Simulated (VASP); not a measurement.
# Mg (I4/mmm) in VASP: single point with r2SCAN

Aim: the single point of Mg with r2SCAN.

All numbers are computed with VASP 6.6.1; they aren't measurements. Logs are shortened: lines on timing, memory, paths and dates and some standing lists are left out, and cuts for length are marked.

### Step 1. The cell of the first run

It takes space group I4/mmm (No. 139, tetragonal). The conventional cell has a = 3.696 Å, b = 3.696 Å, c = 3.381 Å, α = 90.00°, β = 90.00°, γ = 90.00°. Mg (site symmetry 4/mmm) has 14 Mg at 3.11 to 3.70 Å within 4.1 Å.

### Step 2. Single point, r2SCAN

The input, POSCAR:

```
Mg
1.0
   -1.8481508693      1.8481508693      1.6905262251
    1.8481508693     -1.8481508693      1.6905262251
    1.8481508693      1.8481508693     -1.6905262251
Mg
1
Direct
    0.0000000000      0.0000000000      0.0000000000
```

The input, INCAR.step1:

```
SYSTEM = Mg
PREC = Accurate
ENCUT = 520
ISMEAR = 0
SIGMA = 0.01
LREAL = .FALSE.
LASPH = .TRUE.
NELM = 100
NBANDS = 7
GGA = PE
ALGO = Normal
EDIFF = 1E-4
LWAVE = .TRUE.
LCHARG = .FALSE.
```

The input, INCAR.step2:

```
SYSTEM = Mg
PREC = Accurate
ENCUT = 520
EDIFF = 1E-6
ISMEAR = 0
SIGMA = 0.01
LREAL = .FALSE.
LASPH = .TRUE.
NELM = 100
ALGO = Normal
ISIF = 2
LWAVE = .FALSE.
LCHARG = .FALSE.
METAGGA = R2SCAN
LMIXTAU = .TRUE.
NBANDS = 7
ISTART = 1
```

The input, KPOINTS:

```
Automatic mesh
0
G
  11 11 11
  0 0 0
```

Potentials or basis: VASP PAW PBE potentials, release 64 (Mg).

Command:

```
cat potpaw_PBE.64/Mg/POTCAR > POTCAR
cp INCAR.step1 INCAR
mpirun -np 1 vasp_std > vasp.out
cp INCAR.step2 INCAR
mpirun -np 1 vasp_std > vasp.out
```

OUTCAR:

```text
SYSTEM = Mg
   PREC = Accurate
   ENCUT = 520
   EDIFF = 1E-6
   ISMEAR = 0
   LREAL = .FALSE.
   LASPH = .TRUE.
   NELM = 100
   ISIF = 2
   METAGGA = R2SCAN
   ISTART = 1

 ion  position               nearest neighbor table
   1  0.000  0.000  0.000-

  LATTYP: Found a body centered tetragonal cell.
 ALAT       =     3.6963017386
 C/A-ratio  =     0.9147122419

  Lattice vectors:

 A1 = (  -1.8481508693,   1.8481508693,   1.6905262251)
 A2 = (   1.8481508693,  -1.8481508693,   1.6905262251)
 A3 = (   1.8481508693,   1.8481508693,  -1.6905262251)

Analysis of symmetry for initial positions (statically):
=====================================================================
 Subroutine PRICEL returns:
 Original cell was already a primitive cell.

 Routine SETGRP: Setting up the symmetry group for a
 body centered tetragonal supercell.

 Subroutine GETGRP returns: Found 16 space group operations
 (whereof 16 operations were pure point group operations)
 out of a pool of 16 trial point group operations.

The static configuration has the point symmetry D_4h.

Analysis of symmetry for dynamics (positions and initial velocities):
=====================================================================
 Subroutine PRICEL returns:
 Original cell was already a primitive cell.

 Routine SETGRP: Setting up the symmetry group for a
 body centered tetragonal supercell.

 Subroutine GETGRP returns: Found 16 space group operations
 (whereof 16 operations were pure point group operations)
 out of a pool of 16 trial point group operations.

The dynamic configuration has the point symmetry D_4h.

 Subroutine INISYM returns: Found 16 space group operations
 (whereof 16 operations are pure point group operations),
 and found     1 'primitive' translations

----------------------------------------------------------------------------------------

                                     Primitive cell

  volume of cell :      23.0971

  direct lattice vectors                    reciprocal lattice vectors
    -1.848150869  1.848150869  1.690526225     0.000000000  0.270540684  0.295765894
     1.848150869 -1.848150869  1.690526225     0.270540684  0.000000000  0.295765894
     1.848150869  1.848150869 -1.690526225     0.270540684  0.270540684  0.000000000

  length of vectors
     3.112748334  3.112748334  3.112748334     0.400836283  0.400836283  0.382602304

  position of ions in fractional coordinates (direct lattice)
     0.000000000  0.000000000  0.000000000

  ion indices of the primitive-cell ions
   primitive index   ion index
                 1           1

----------------------------------------------------------------------------------------

 KPOINTS: Automatic mesh

Automatic generation of k-mesh.
 Grid dimensions read from file:
 generate k-points for:   11   11   11

 Generating k-lattice:

  Cartesian coordinates                     Fractional coordinates (reciprocal lattice)
     0.000000000  0.024594608  0.026887809     0.090909091  0.000000000  0.000000000
     0.024594608  0.000000000  0.026887809     0.000000000  0.090909091  0.000000000
     0.024594608  0.024594608  0.000000000     0.000000000  0.000000000  0.090909091

  Length of vectors
     0.036439662  0.036439662  0.034782028

  Shift w.r.t. Gamma in fractional coordinates (k-lattice)
     0.000000000  0.000000000  0.000000000

 Subroutine IBZKPT returns following result:
 ===========================================

 Found    126 irreducible k-points:

 Following reciprocal coordinates:
            Coordinates               Weight
  0.000000  0.000000  0.000000      1.000000
  0.090909  0.000000 -0.000000      8.000000
  0.181818  0.000000  0.000000      8.000000
  0.272727 -0.000000  0.000000      8.000000
  0.363636 -0.000000  0.000000      8.000000
  0.454545  0.000000 -0.000000      8.000000
[... 16 lines left out ...]
 -0.272727  0.181818 -0.000000     16.000000
 -0.181818  0.181818  0.000000      4.000000
 [... further k-points ...]
   k-points           NKPTS =    126   k-points in BZ     NKDIM =    126   number of bands    NBANDS=      7
   number of dos      NEDOS =    301   number of ions     NIONS =      1
   total plane-waves  NPLWV =  13824
   dimension x,y,z NGX =    24 NGY =   24 NGZ =   24
   dimension x,y,z NGXF=    48 NGYF=   48 NGZF=   48
   ions per type =               1
   NGX,Y,Z   is equivalent  to a cutoff of  12.82, 12.82, 12.82 a.u.
   NGXF,Y,Z  is equivalent  to a cutoff of  25.64, 25.64, 25.64 a.u.
 SYSTEM =  Mg
   PREC   = accura    normal or accurate (medium, high low for compatibility)
   ISTART =      1    job   : 0-new  1-cont  2-samecut
   ICHARG =      0    charge: 1-file 2-atom 10-const
   ISPIN  =      1    spin polarized calculation?
   LNONCOLLINEAR =      F non collinear calculations
   LSORBIT =      F    spin-orbit coupling
   LASPH  =      T    aspherical Exc in radial PAW
   ENCUT  =  520.0 eV  38.22 Ry    6.18 a.u.   5.79  5.79  5.79*2*pi/ulx,y,z
   NELM   =    100;   NELMIN=  2; NELMDL=  0     # of ELM steps
   EDIFF  = 0.1E-05   stopping-criterion for ELM
   LREAL  =      F    real-space projection
   EDIFFG = 0.1E-04   stopping-criterion for IOM
   NSW    =      0    number of steps for IOM
   IBRION =     -1    ionic relax: 0-MD 1-quasi-New 2-CG
   NFREE  =      0    steps in history (QN), initial steepest desc. (CG)
   ISIF   =      2    stress and relaxation
   ISYM   =      2    0-nonsym 1-usesym 2-fastsym
   POTIM  = 0.5000    time-step for ionic-motion
   TEBEG  =    0.0;   TEEND  =   0.0 temperature during run
   PSTRESS=    0.0 pullay stress
   NELECT =       2.0000    total number of electrons
   NUPDOWN=      -1.0000    fix difference up-down
   EMIN   =  10.00;   EMAX   =-10.00  energy-range for DOS
   EFERMI =   0.00;   METHOD = LEGACY
   ISMEAR =     0;   SIGMA  =   0.01  broadening in eV -4-tet -1-fermi 0-gaus
   EFERMI_NEDOS =   21; number of points for ismear=-14 and -15
   IALGO  =     38    algorithm
   IMIX   =      4    mixing-type and parameters
     AMIX     =   0.40;   BMIX     =  1.00
     AMIX_MAG =   1.60;   BMIX_MAG =  1.00
  volume/ion in A,a.u.               =      23.10       155.87
  Fermi-wavevector in a.u.,A,eV,Ry     =   0.724268  1.368668  7.137127  0.524564
  Thomas-Fermi vector in A             =   1.814694
   LORBIT       =      0    0 simple, 1 ext, 2 COOP (PROOUT), +10 PAW based schemes
   METAGGA = R2SCAN    functional components
   LHFCALC =     F    Hartree Fock is set to
   AEXX    =    0.0000 exact exchange contribution
   IVDW    =     0    specifies the selected vdW correction
   LEPSILON=     F    determine dielectric tensor
   LRPA    =     F    only Hartree local field effects (RPA)
 non-spin polarized calculation
 Gauss-broadening in eV      SIGMA  =   0.01
  energy-cutoff  :      520.00
  volume of cell :       23.10
 maximum number of plane-waves:       635
   NGX = 11   NGY = 11   NGZ = 11

 number of electron       2.0000000 magnetization

 Free energy of the ion-electron system (eV)
  ---------------------------------------------------
  ext. energy  EPLUGINS =         0.00000000
  ---------------------------------------------------
  free energy    TOTEN  =        -4.11715795 eV

  energy without entropy =       -4.11709613  energy(sigma->0) =       -4.11712704

 E-fermi :   2.6612     XC(G=0):  -9.0203

 val. band max:        2.6609906043   @ k =   0.3636   0.3636   0.0000
 cond. band min:       2.7341649282   @ k =   0.4545   0.3636   0.0000
 fundamental gap:      0.0731743239
 Fermi energy:         2.6611739248

 k-point     1 :       0.0000    0.0000    0.0000
  band No.  band energies     occupation
      1      -4.7434      2.00000
      2      15.2775      0.00000
      3      17.2492      0.00000
      4      17.2493      0.00000
      5      17.5811      0.00000
      6      17.9055      0.00000
      7      17.9055      0.00000

 k-point     2 :       0.0909    0.0000   -0.0000
  band No.  band energies     occupation
      1      -4.5301      2.00000
      2      14.4575      0.00000
      3      14.9467      0.00000
      4      16.1715      0.00000
      5      16.2955      0.00000
      6      18.2666      0.00000
      7      19.0068      0.00000

 k-point     3 :       0.1818    0.0000    0.0000
  band No.  band energies     occupation
      1      -3.8928      2.00000
      2      11.5237      0.00000
      3      13.2714      0.00000
      4      14.6651      0.00000
      5      15.0010      0.00000
      6      17.0604      0.00000
      7      19.7915      0.00000

 k-point     4 :       0.2727   -0.0000    0.0000
  band No.  band energies     occupation
      1      -2.8398      2.00000
      2       8.2837      0.00000
      3      12.3084      0.00000
      4      13.4636      0.00000
      5      13.9914      0.00000
      6      16.0295      0.00000
      7      20.5087      0.00000

 k-point     5 :       0.3636   -0.0000    0.0000
  band No.  band energies     occupation
      1      -1.3868      2.00000
      2       5.3584      0.00000
      3      11.6480      0.00000
      4      12.6554      0.00000
      5      13.3178      0.00000
      6      15.2644      0.00000
      7      21.4565      0.00000

 k-point     6 :       0.4545    0.0000   -0.0000
  band No.  band energies     occupation
      1       0.4153      2.00000
      2       2.8186      0.00000
      3      11.3126      0.00000
      4      12.2525      0.00000
      5      12.9839      0.00000
      6      14.8573      0.00000
      7      22.5753      0.00000

 k-point     7 :       0.0909    0.0909   -0.0000
  band No.  band energies     occupation
      1      -4.0859      2.00000
      2      13.0470      0.00000
      3      13.1322      0.00000
      4      14.0604      0.00000
      5      16.9114      0.00000
      6      17.2703      0.00000
      7      18.4427      0.00000
[... 121 lines left out ...]
 k-point    20 :       0.4545    0.1818    0.0000
  band No.  band energies     occupation
      1       0.8128      2.00000
      2       3.5424      0.00000
      3       7.0361      0.00000
      4      11.6971      0.00000
      5      15.1168      0.00000
      6      19.2191      0.00000
      7      21.0365      0.00000

 k-point    21 :      -0.4545    0.1818    0.0000
  band No.  band energies     occupation
      1      -0.9516      2.00000
      2       5.9585      0.00000
      3       7.4313      0.00000
      4      12.2777      0.00000
      5      15.3362      0.00000
      6      19.7004      0.00000
      7      20.6022      0.00000

 k-point    22 :      -0.3636    0.1818   -0.0000
  band No.  band energies     occupation
      1      -2.3610      2.00000
      2       7.6094      0.00000
      3       9.3511      0.00000
      4      13.2097      0.00000
      5      15.8713      0.00000
      6      18.7593      0.00000
      7      20.8633      0.00000

 k-point    23 :      -0.2727    0.1818   -0.0000
  band No.  band energies     occupation
      1      -3.3715      2.00000
      2       8.7315      0.00000
      3      12.4572      0.00000
      4      14.4411      0.00000
      5      16.4607      0.00000
      6      17.7592      0.00000
      7      19.5032      0.00000

 k-point    24 :      -0.1818    0.1818    0.0000
  band No.  band energies     occupation
      1      -3.9679      2.00000
      2      10.1271      0.00000
      3      15.1907      0.00000
      4      15.5267      0.00000
      5      16.5617      0.00000
      6      16.9139      0.00000
      7      18.5203      0.00000

 [... further k-points ...]

------------------------ aborting loop because EDIFF is reached ----------------------------------------

  FORCE on cell =-STRESS in cart. coord.  units (eV):
  Direction    XX          YY          ZZ          XY          YZ          ZX
  --------------------------------------------------------------------------------------
  -------------------------------------------------------------------------------------
  Total       -0.2295568     -0.2295568      0.0046494      0.0000000      0.0000000      0.0000000
  in kB      -15.9236974    -15.9236974      0.3225124      0.0000000      0.0000000      0.0000000
  external PRESSURE =     -10.5082941 kB  Pullay stress =       0.0000000 kB

 VOLUME and BASIS-vectors are now :
 -----------------------------------------------------------------------------
  energy-cutoff  :      520.00
  volume of cell :       23.10
      direct lattice vectors                 reciprocal lattice vectors
    -1.848150869  1.848150869  1.690526225     0.000000000  0.270540684  0.295765894
     1.848150869 -1.848150869  1.690526225     0.270540684  0.000000000  0.295765894
     1.848150869  1.848150869 -1.690526225     0.270540684  0.270540684  0.000000000

 POSITION                                       TOTAL-FORCE (eV/Angst)
 -----------------------------------------------------------------------------------
      0.00000      0.00000      0.00000         0.000000     -0.000000     -0.000000
 -----------------------------------------------------------------------------------
    total drift:                               -0.000000      0.000000      0.000000

  FREE ENERGIE OF THE ION-ELECTRON SYSTEM (eV)
  ---------------------------------------------------
  free  energy   TOTEN  =        -4.1171579507 eV

  energy  without entropy=       -4.1170961271  energy(sigma->0) =       -4.11712704
```

Run time: 94 s. Hardware: 1 thread of AMD EPYC 7R13, shared host; peak memory 0.12 GiB.

What came out:

```yaml
Free_energy: -4.1172 eV
Pressure: -1.1 GPa
Band_gap_on_the_k_mesh: zero (bands 1 and 2 overlap by 4.41 eV)
```

Levels at points of the mesh, in eV from the Fermi level:
```csv
k point,band 1,band 2,band 3,band 4,band 5,band 6
"(0.00, 0.00, 0.00)",-7.40,12.62,14.59,14.59,14.92,15.24
```

Caveat: the PAW data sets were made with another functional, which shifts forces and pressure a little.
